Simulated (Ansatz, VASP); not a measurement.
**ZrC in VASP and in Ansatz**

File INCAR:

```
PREC = Accurate
ENCUT = 600
EDIFF = 1E-6
ISMEAR = 1
SIGMA = 0.01
LREAL = False
LASPH = True
NELM = 200
ALGO = Normal
ISIF = 2
LWAVE = False
LCHARG = False
LNONCOLLINEAR = True
MAGMOM = 0 0 0 0 0 0
LORBIT = 11
LSORBIT = True
GGA_COMPAT = False
LORBMOM = True
LMAXMIX = 4
GGA = B5
ALDAX = 1.0
AGGAX = 1.0
AGGAC = 1.0
ALDAC = 0.0
NBANDS = 28
```

File KPOINTS:

```
Automatic mesh
0
Gamma
  10 10 10
```

POSCAR

```
ZrC
1.0
    0.0000000000      2.1954715200      2.1954715200
    2.1954715200      0.0000000000      2.1954715200
    2.1954715200      2.1954715200      0.0000000000
Zr C
1 1
Direct
    0.5000000000      0.5000000000      0.5000000000
    0.0000000000      0.0000000000      0.0000000000
```

Contents of input.yaml:

```yaml
crystal:
  lattice: { a: 4.39094304, b: 4.39094304, c: 4.39094304, alpha: 90.0, beta: 90.0, gamma: 90.0 }
  space_group: 225
  reduce_to_primitive: true
  atoms:
    - { symbol: Zr, wyckoff: "4b", position: [0.5, 0.0, 0.0] }
    - { symbol: C, wyckoff: "4a", position: [0.0, 0.0, 0.0] }
hamiltonian:
  xc: blyp
  pseudopotentials: { kind: nc_fr, accuracy: standard }
magnetization:
  noncollinear: true
  spin_orbit: true
kpoints:
  mp_grid: { grid: [10, 10, 10] }
scf:
  occupations: { method: cold, width: 0.01 }
output:
  forces: true
  stress: true
  eigenvalues: true
  bader: false
  populations: true
```

Change from the starting cell: volume scaled by 0.8.

Alike in both runs: functional BLYP; k mesh 10 × 10 × 10; non-collinear spin, spin-orbit coupling.

|  | VASP | Ansatz |
| --- | --- | --- |
| version | VASP 6.6.1 | Ansatz 0.2.0 |
| potentials or method | VASP PAW PBE potentials, release 64 (Zr_sv, C) | PseudoDojo standard (PBE files) |
| plane-wave cutoff (eV) | 600 | 1116 |
| occupations | methfessel-paxton of order 1, width 0.01 eV | cold, width 0.01 eV |
| valence electrons in the cell | 16 | 16 |
| task | single point | atomic charges |

|  | VASP | Ansatz | Ansatz less VASP |
| --- | --- | --- | --- |
| pressure (GPa) | 82.4 | 83.1 | +0.77 |
| net moment per atom (μB) | 0.00 | 0.00 | 0.000 |

VASP's potentials were made for PBE, not for BLYP. Both programs put the cell under a high pressure, so it lies far from rest at this level.

Noted on VASP's run: the cell as given lies far from equilibrium. Noted on Ansatz's run: the potentials were made for another functional, which shifts forces and pressure.
